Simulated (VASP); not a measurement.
**SiO2 (rutile type): relaxation of shape and atoms at fixed volume with r2SCAN**

Crystal: SiO2 (rutile type).

```
CELL_PARAMETERS angstrom
4.01055 0.00000 0.00000
0.00000 4.01055 0.00000
0.00000 0.00000 2.55753
ATOMIC_POSITIONS crystal
Si 0.00000 0.00000 0.00000
Si 0.50000 0.50000 0.50000
O 0.30610 0.30610 0.00000
O 0.69390 0.69390 0.00000
O 0.80610 0.19390 0.50000
O 0.19390 0.80610 0.50000
```

```
Program                : VASP 6.6.1
Task                   : relaxation of shape and atoms at fixed volume
Functional             : r2SCAN
Potentials or basis    : VASP PAW PBE potentials, release 64 (Si, O)
Cutoff                 : 600 eV
k mesh                 : 8 × 8 × 11
Occupations            : fermi-dirac, width 0.08 eV
Spin                   : no spin polarisation
Dipole correction      : no
Further INCAR settings : ALGO = Normal; EDIFF = 1e-06; IBRION = 2; EDIFFG = -0.005; NSW = 50; ISIF = 4
```

The energy gained by relaxing is 11.1 meV/atom. The ionic steps are 5 and the pressure after relaxing is 52.8 GPa. The largest force after relaxing is 0.004 eV/Å. The band gap on the k mesh is 7.86 eV.

Forces on the atoms (eV/Å):
```
Si   0.000  0.000  0.000
Si   0.000  0.000  0.000
O   -0.003 -0.003  0.000
O    0.003  0.003  0.000
O   -0.003  0.003  0.000
O    0.003 -0.003  0.000
```

The path:
```csv
step,energy change (eV),largest force (eV/Å),pressure (GPa),volume (Å³)
1,0.0000,1.0648,56.21,41.14
2,0.0185,1.3877,51.07,41.14
3,-0.0638,0.0887,52.89,41.14
4,-0.0663,0.0356,52.82,41.14
5,-0.0666,0.0038,52.83,41.14
```

Final structure:
```yaml
crystal:
  lattice:
    - [3.98565, 0.00000, 0.00000]
    - [0.00000, 3.98565, 0.00000]
    - [0.00000, 0.00000, 2.58959]
  atoms:
    - { symbol: Si, position: [0.00000, 0.00000, 0.00000] }
    - { symbol: Si, position: [0.50000, 0.50000, 0.50000] }
    - { symbol: O, position: [0.30226, 0.30226, 0.00000] }
    - { symbol: O, position: [0.69774, 0.69774, 0.00000] }
    - { symbol: O, position: [0.80226, 0.19774, 0.50000] }
    - { symbol: O, position: [0.19774, 0.80226, 0.50000] }
```

Levels at points of the mesh, in eV from the valence-band top:
```tsv
k point	band 13	band 14	band 15	band 16	band 17	band 18	band 19	band 20
(0.00, 0.00, 0.00)	-2.56	-1.00	-1.00	0.00	7.86	8.84	10.23	10.23
(0.50, 0.00, 0.00)	-3.02	-3.02	-1.18	-1.18	10.06	10.06	11.02	11.02
(0.50, 0.50, 0.00)	-3.24	-3.24	-2.76	-2.76	9.87	9.87	12.18	12.18
```

It took 4.6 min on 1 thread of Intel(R) Xeon(R) 6975P-C (Granite Rapids) (shared host), peak memory 0.2 GiB.

Caveat: the PAW data sets were made with another functional, which shifts forces and pressure a little; an odd mesh through Γ misses points on the zone boundary, where band edges can lie.
